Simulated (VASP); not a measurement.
# CaO (P6_3/mmc) in VASP: further runs

CaO is run at these levels: PBE; tasks: single point.

Everything below comes from runs of VASP 6.6.1. Logs are shortened: lines on timing, memory, paths and dates and some standing lists are left out, and cuts for length are marked.

### Step 1. The cell of the first run

The structure is hexagonal, space group P6_3/mmc (No. 194). The conventional cell has a = 3.986 Å, b = 3.986 Å, c = 4.982 Å, α = 90.00°, β = 90.00°, γ = 120.00°. Ca (site symmetry -6m2) has 5 O at 2.30 to 2.49 Å within 3.0 Å. Within 3.0 Å of O (site symmetry -6m2) lie 5 Ca at 2.30 to 2.49 Å.

### Step 2. Single point, PBE (17.14 Å³/atom)

Input file INCAR:

```
SYSTEM = CaO
PREC     = Accurate       ! precision mode
ENCUT    = 520            ! plane-wave cutoff, eV
EDIFF    = 1E-6           ! SCF threshold, eV
ISMEAR   = 0              ! smearing method
SIGMA    = 0.05           ! smearing width, eV
LREAL    = .False.        ! projectors in reciprocal space
LASPH    = .True.         ! aspherical terms in the spheres
NELM     = 100            ! most SCF steps
ALGO     = Normal         ! electronic algorithm
ISIF     = 2              ! what is computed and relaxed
LWAVE    = .False.        ! write WAVECAR
LCHARG   = .False.        ! write CHGCAR
GGA      = PE             ! functional
NBANDS   = 24             ! bands
```

Input file KPOINTS:

```
Automatic mesh
0
Gamma
  9 9 6
  0 0 0
```

Input file POSCAR:

```
CaO
1.0
    3.9861910162      0.0000000000      0.0000000000
   -1.9930955081      3.4521426844      0.0000000000
    0.0000000000      0.0000000000      4.9819415320
Ca O
2 2
Direct
    0.3333333333      0.6666666667      0.7500000000
    0.6666666667      0.3333333333      0.2500000000
    0.3333333333      0.6666666667      0.2500000000
    0.6666666667      0.3333333333      0.7500000000
```

Potentials or basis: VASP PAW PBE potentials, release 64 (Ca_sv, O).

Started as:

```sh
> cat potpaw_PBE.64/Ca_sv/POTCAR potpaw_PBE.64/O/POTCAR > POTCAR
> mpirun -np 1 vasp_std > vasp.out
```

OUTCAR:

```text
SYSTEM = CaO
   PREC = Accurate
   ENCUT = 520
   EDIFF = 1E-6
   ISMEAR = 0
   LREAL = .False.
   LASPH = .True.
   NELM = 100
   ISIF = 2
   GGA = PE

 ion  position               nearest neighbor table
   1  0.333  0.667  0.750-   4 2.30   4 2.30   4 2.30   3 2.49   3 2.49
   2  0.667  0.333  0.250-   3 2.30   3 2.30   3 2.30   4 2.49   4 2.49
   3  0.333  0.667  0.250-   2 2.30   2 2.30   2 2.30   1 2.49   1 2.49
   4  0.667  0.333  0.750-   1 2.30   1 2.30   1 2.30   2 2.49   2 2.49

  LATTYP: Found a hexagonal cell.
 ALAT       =     3.9861910162
 C/A-ratio  =     1.2498000000

  Lattice vectors:

 A1 = (   3.9861910162,   0.0000000000,   0.0000000000)
 A2 = (  -1.9930955081,   3.4521426844,   0.0000000000)
 A3 = (   0.0000000000,   0.0000000000,   4.9819415320)

Analysis of symmetry for initial positions (statically):
=====================================================================
 Subroutine PRICEL returns:
 Original cell was already a primitive cell.

 Routine SETGRP: Setting up the symmetry group for a
 hexagonal supercell.

 Subroutine GETGRP returns: Found 24 space group operations
 (whereof 12 operations were pure point group operations)
 out of a pool of 24 trial point group operations.

The static configuration has the point symmetry D_3d.
 The point group associated with its full space group is D_6h.

Analysis of symmetry for dynamics (positions and initial velocities):
=====================================================================
 Subroutine PRICEL returns:
 Original cell was already a primitive cell.

 Routine SETGRP: Setting up the symmetry group for a
 hexagonal supercell.

 Subroutine GETGRP returns: Found 24 space group operations
 (whereof 12 operations were pure point group operations)
 out of a pool of 24 trial point group operations.

The dynamic configuration has the point symmetry D_3d.
 The point group associated with its full space group is D_6h.

 Subroutine INISYM returns: Found 24 space group operations
 (whereof 12 operations are pure point group operations),
 and found     1 'primitive' translations

----------------------------------------------------------------------------------------

                                     Primitive cell

  volume of cell :      68.5560

  direct lattice vectors                    reciprocal lattice vectors
     3.986191016  0.000000000  0.000000000     0.250866051  0.144837582  0.000000000
    -1.993095508  3.452142684  0.000000000     0.000000000  0.289675165  0.000000000
     0.000000000  0.000000000  4.981941532     0.000000000  0.000000000  0.200724957

  length of vectors
     3.986191016  3.986191016  4.981941532     0.289675165  0.289675165  0.200724957

  position of ions in fractional coordinates (direct lattice)
     0.333333333  0.666666667  0.750000000
     0.666666667  0.333333333  0.250000000
     0.333333333  0.666666667  0.250000000
     0.666666667  0.333333333  0.750000000

  ion indices of the primitive-cell ions
   primitive index   ion index
                 1           1
                 2           2
                 3           3
                 4           4

----------------------------------------------------------------------------------------

 KPOINTS: Automatic mesh

Automatic generation of k-mesh.
 Grid dimensions read from file:
 generate k-points for:    9    9    6

 Generating k-lattice:

  Cartesian coordinates                     Fractional coordinates (reciprocal lattice)
     0.027874006  0.016093065  0.000000000     0.111111111 -0.000000000  0.000000000
     0.000000000  0.032186129  0.000000000     0.000000000  0.111111111  0.000000000
     0.000000000  0.000000000  0.033454160     0.000000000  0.000000000  0.166666667

  Length of vectors
     0.032186129  0.032186129  0.033454160

  Shift w.r.t. Gamma in fractional coordinates (k-lattice)
     0.000000000  0.000000000  0.000000000

 Subroutine IBZKPT returns following result:
 ===========================================

 Found     48 irreducible k-points:

 Following reciprocal coordinates:
            Coordinates               Weight
  0.000000  0.000000  0.000000      1.000000
  0.111111  0.000000  0.000000      6.000000
  0.222222  0.000000  0.000000      6.000000
  0.333333 -0.000000  0.000000      6.000000
  0.444444  0.000000  0.000000      6.000000
  0.111111  0.111111  0.000000      6.000000
[... 16 lines left out ...]
  0.333333  0.222222  0.166667     24.000000
  0.333333  0.333333  0.166667      4.000000
 [... further k-points ...]
   k-points           NKPTS =     48   k-points in BZ     NKDIM =     48   number of bands    NBANDS=     24
   number of dos      NEDOS =    301   number of ions     NIONS =      4
   total plane-waves  NPLWV =  36000
   dimension x,y,z NGX =    30 NGY =   30 NGZ =   40
   dimension x,y,z NGXF=    60 NGYF=   60 NGZF=   80
   ions per type =               2   2
   NGX,Y,Z   is equivalent  to a cutoff of  12.51, 12.51, 13.35 a.u.
   NGXF,Y,Z  is equivalent  to a cutoff of  25.02, 25.02, 26.70 a.u.
 SYSTEM =  CaO
   PREC   = accura    normal or accurate (medium, high low for compatibility)
   ISTART =      0    job   : 0-new  1-cont  2-samecut
   ICHARG =      2    charge: 1-file 2-atom 10-const
   ISPIN  =      1    spin polarized calculation?
   LNONCOLLINEAR =      F non collinear calculations
   LSORBIT =      F    spin-orbit coupling
   LASPH  =      T    aspherical Exc in radial PAW
   ENCUT  =  520.0 eV  38.22 Ry    6.18 a.u.   7.41  7.41  9.26*2*pi/ulx,y,z
   NELM   =    100;   NELMIN=  2; NELMDL= -5     # of ELM steps
   EDIFF  = 0.1E-05   stopping-criterion for ELM
   LREAL  =      F    real-space projection
   EDIFFG = 0.1E-04   stopping-criterion for IOM
   NSW    =      0    number of steps for IOM
   IBRION =     -1    ionic relax: 0-MD 1-quasi-New 2-CG
   NFREE  =      0    steps in history (QN), initial steepest desc. (CG)
   ISIF   =      2    stress and relaxation
   ISYM   =      2    0-nonsym 1-usesym 2-fastsym
   POTIM  = 0.5000    time-step for ionic-motion
   TEBEG  =    0.0;   TEEND  =   0.0 temperature during run
   PSTRESS=    0.0 pullay stress
   NELECT =      32.0000    total number of electrons
   NUPDOWN=      -1.0000    fix difference up-down
   EMIN   =  10.00;   EMAX   =-10.00  energy-range for DOS
   EFERMI =   0.00;   METHOD = LEGACY
   ISMEAR =     0;   SIGMA  =   0.05  broadening in eV -4-tet -1-fermi 0-gaus
   EFERMI_NEDOS =   21; number of points for ismear=-14 and -15
   IALGO  =     38    algorithm
   IMIX   =      4    mixing-type and parameters
     AMIX     =   0.40;   BMIX     =  1.00
     AMIX_MAG =   1.60;   BMIX_MAG =  1.00
  volume/ion in A,a.u.               =      17.14       115.66
  Fermi-wavevector in a.u.,A,eV,Ry     =   1.269920  2.399801 21.942069  1.612697
  Thomas-Fermi vector in A             =   2.402935
   LORBIT       =      0    0 simple, 1 ext, 2 COOP (PROOUT), +10 PAW based schemes
   GGA     = PE    functional components
   LHFCALC =     F    Hartree Fock is set to
   AEXX    =    0.0000 exact exchange contribution
   IVDW    =     0    specifies the selected vdW correction
   LEPSILON=     F    determine dielectric tensor
   LRPA    =     F    only Hartree local field effects (RPA)
 non-spin polarized calculation
 Gauss-broadening in eV      SIGMA  =   0.05
  energy-cutoff  :      520.00
  volume of cell :       68.56
 maximum number of plane-waves:      1860
 NGX is ok and might be reduce to    30
   NGX = 15   NGY = 15   NGZ = 19

 number of electron      32.0000000 magnetization

 Free energy of the ion-electron system (eV)
  ---------------------------------------------------
  ext. energy  EPLUGINS =         0.00000000
  ---------------------------------------------------
  free energy    TOTEN  =       -25.31884053 eV

  energy without entropy =      -25.31884053  energy(sigma->0) =      -25.31884053

 E-fermi :   1.3885     XC(G=0):  -9.2379

 val. band max:        1.1181893151   @ k =   0.0000   0.0000   0.0000
 cond. band min:       4.2282307974   @ k =   0.0000   0.0000   0.0000
 fundamental gap:      3.1100414824
 Fermi energy:         1.3884518128

 k-point     1 :       0.0000    0.0000    0.0000
  band No.  band energies     occupation
      1     -36.6398      2.00000
      2     -36.5393      2.00000
      3     -17.9462      2.00000
      4     -17.7019      2.00000
      5     -17.7019      2.00000
      6     -17.5513      2.00000
[... 16 lines left out ...]
     23       9.3903      0.00000
     24       9.7092      0.00000

 k-point     2 :       0.1111    0.0000    0.0000
  band No.  band energies     occupation
      1     -36.6357      2.00000
      2     -36.5405      2.00000
      3     -17.9316      2.00000
      4     -17.7528      2.00000
      5     -17.7114      2.00000
      6     -17.6112      2.00000
[... 16 lines left out ...]
     23       9.3652      0.00000
     24       9.6194      0.00000

 k-point     3 :       0.2222    0.0000    0.0000
  band No.  band energies     occupation
      1     -36.6243      2.00000
      2     -36.5443      2.00000
      3     -17.8906      2.00000
      4     -17.8756      2.00000
      5     -17.7513      2.00000
      6     -17.7342      2.00000
[... 16 lines left out ...]
     23       9.1299      0.00000
     24       9.3939      0.00000
[... 514 lines left out ...]
 k-point    23 :       0.3333    0.2222    0.1667
  band No.  band energies     occupation
      1     -36.5856      2.00000
      2     -36.5658      2.00000
      3     -18.1415      2.00000
      4     -18.0931      2.00000
      5     -17.8135      2.00000
      6     -17.6663      2.00000
[... 16 lines left out ...]
     23       9.3741      0.00000
     24       9.5621      0.00000

 k-point    24 :       0.3333    0.3333    0.1667
  band No.  band energies     occupation
      1     -36.5750      2.00000
      2     -36.5750      2.00000
      3     -18.1275      2.00000
      4     -18.1275      2.00000
      5     -17.8349      2.00000
      6     -17.6201      2.00000
[... 16 lines left out ...]
     23       9.2722      0.00000
     24       9.6713      0.00000

 [... further k-points ...]

------------------------ aborting loop because EDIFF is reached ----------------------------------------

  FORCE on cell =-STRESS in cart. coord.  units (eV):
  Direction    XX          YY          ZZ          XY          YZ          ZX
  --------------------------------------------------------------------------------------
  -------------------------------------------------------------------------------------
  Total       -0.1068619     -0.1068619     -1.9245285      0.0000000      0.0000000     -0.0000000
  in kB       -2.4973988     -2.4973988    -44.9768935      0.0000000      0.0000000     -0.0000000
  external PRESSURE =     -16.6572303 kB  Pullay stress =       0.0000000 kB

 VOLUME and BASIS-vectors are now :
 -----------------------------------------------------------------------------
  energy-cutoff  :      520.00
  volume of cell :       68.56
      direct lattice vectors                 reciprocal lattice vectors
     3.986191016  0.000000000  0.000000000     0.250866051  0.144837582  0.000000000
    -1.993095508  3.452142684  0.000000000     0.000000000  0.289675165  0.000000000
     0.000000000  0.000000000  4.981941532     0.000000000  0.000000000  0.200724957

 POSITION                                       TOTAL-FORCE (eV/Angst)
 -----------------------------------------------------------------------------------
     -0.00000      2.30143      3.73646         0.000000     -0.000000      0.000000
      1.99310      1.15071      1.24549         0.000000      0.000000      0.000000
     -0.00000      2.30143      1.24549        -0.000000      0.000000      0.000000
      1.99310      1.15071      3.73646         0.000000     -0.000000      0.000000
 -----------------------------------------------------------------------------------
    total drift:                                0.000000      0.000000     -0.000000

  FREE ENERGIE OF THE ION-ELECTRON SYSTEM (eV)
  ---------------------------------------------------
  free  energy   TOTEN  =       -25.3188405257 eV

  energy  without entropy=      -25.3188405257  energy(sigma->0) =      -25.31884053
```

Wall time 2.3 min (1 thread of Intel Xeon 8259CL, shared host); peak memory 0.22 GiB.

Results:

| Quantity | Value |
| --- | --- |
| Free energy | -25.3188 eV |
| Pressure | -1.7 GPa |
| Band gap on the k mesh | 3.11 eV |

Stress tensor (GPa, compression positive):
```
-0.25  0.00  0.00
 0.00 -0.25  0.00
 0.00  0.00 -4.50
```

### Step 3. Single point, PBE (17.14 Å³/atom)

Input file INCAR:

```
  PREC = Accurate
  ENCUT = 520
  EDIFF = 1E-7
  ISMEAR = 0
  SIGMA = 0.05
  LREAL = F
  LASPH = T
  NELM = 100
  ALGO = Normal
  ISIF = 2
  LWAVE = F
  LCHARG = F
  GGA = PE
  NBANDS = 24
```

Input file KPOINTS:

```
regular mesh
0
Gamma
  9 9 6
```

Input file POSCAR:

```
CaO
1.0
    4.2056248285      0.0000000000      0.0000000000
   -2.1028124143      3.6421779403      0.0000000000
    0.0000000000      0.0000000000      4.4756259425
Ca O
2 2
Direct
    0.3333333333      0.6666666667      0.7500000000
    0.6666666667      0.3333333333      0.2500000000
    0.3333333333      0.6666666667      0.2500000000
    0.6666666667      0.3333333333      0.7500000000
```

Potentials or basis: VASP PAW PBE potentials, release 64 (Ca_sv, O).

Started as:

```sh
> cat potpaw_PBE.64/Ca_sv/POTCAR potpaw_PBE.64/O/POTCAR > POTCAR
> mpirun -np 1 vasp_std > vasp.out
```

It took 1.8 min on 1 thread of Intel Xeon 8259CL, shared host; peak memory 0.23 GiB.

The run converged. Its results:

```yaml
Free_energy: -25.0745 eV
Pressure: 1.9 GPa
Band_gap_on_the_k_mesh: 2.56 eV
```

Stress tensor (GPa, compression positive):
```
-4.02  0.00  0.00
 0.00 -4.02  0.00
 0.00  0.00 13.74
```

Levels at points of the mesh, in eV from the valence-band top:
```
           k point  band 13  band 14  band 15  band 16  band 17  band 18  band 19  band 20
(0.00, 0.00, 0.00)    -1.24    -1.24    -0.85     0.00     2.56     5.70     5.70     7.50
(0.00, 0.00, 0.50)    -1.53    -1.53    -1.53    -1.53     4.38     4.38     7.60     7.60
```

Caveat: the stress differs along the axes, from -4 to 14 GPa.

[end of part 1 of 2]
